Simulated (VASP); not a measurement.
Set up this calculation in VASP 6.6.1, as the native input.

* Task: single point
* Functional: PBE
* Potentials or basis: VASP PAW PBE potentials, release 64 (Na_pv, H)
* Cutoff: 400 eV
* k mesh: 4 × 4 × 1
* Occupations: gaussian, width 0.1 eV
* Spin: no spin polarisation
* Dipole correction: yes
* Further INCAR settings: ALGO = Normal; EDIFF = 1e-06; NBANDS = 40; NELMDL = -8

The structure of Na4H lies in POSCAR:

```
Na4H
1.0
    7.2665054626      0.0000000000      0.0000000000
   -2.4221684875      6.8509270508      0.0000000000
    0.0000000000      0.0000000000     20.9665384335
Na H
8 2
Direct
    0.2500000000      0.2500000000      0.1907801811
    0.2500000000      0.7500000000      0.1907801811
    0.7500000000      0.2500000000      0.1907801811
    0.7500000000      0.7500000000      0.1907801811
    0.0000000000      0.0000000000      0.3322693660
    0.0000000000      0.5000000000      0.3322693660
    0.5000000000      0.0000000000      0.3322693660
    0.5000000000      0.5000000000      0.3322693660
    0.0637974121      0.3333333333      0.3995193799
    0.2695359212      0.3333333333      0.3995193799
```

The input as run:

INCAR

```
SYSTEM = Na4H
PREC = Accurate
ENCUT = 400
EDIFF = 1E-6
ISMEAR = 0
SIGMA = 0.1
LREAL = .False.
LASPH = .True.
NELM = 120
ALGO = Normal
ISIF = 2
LWAVE = .False.
LCHARG = .False.
LDIPOL = .True.
IDIPOL = 3
DIPOL = 0.5 0.5 0.289
GGA = PE
NBANDS = 40
GGA_COMPAT = .False.
NELMDL = -8
```

KPOINTS

```
Automatic mesh
0
Gamma
  4 4 1
  0 0 0
```

Potentials or basis: VASP PAW PBE potentials, release 64 (Na_pv, H).

Launch:

```sh
$ cat potpaw_PBE.64/Na_pv/POTCAR potpaw_PBE.64/H/POTCAR > POTCAR
$ mpirun -np 1 vasp_std > vasp.out
```

Results of the run:

```
Largest force          : 1.023 eV/Å
Band gap on the k mesh : zero (bands 29 and 30 overlap by 0.73 eV)
```

Wall time 11 min on 1 thread of Oxide Virtual Turin-like Processor, with other jobs on the host, peak memory 0.71 GiB.
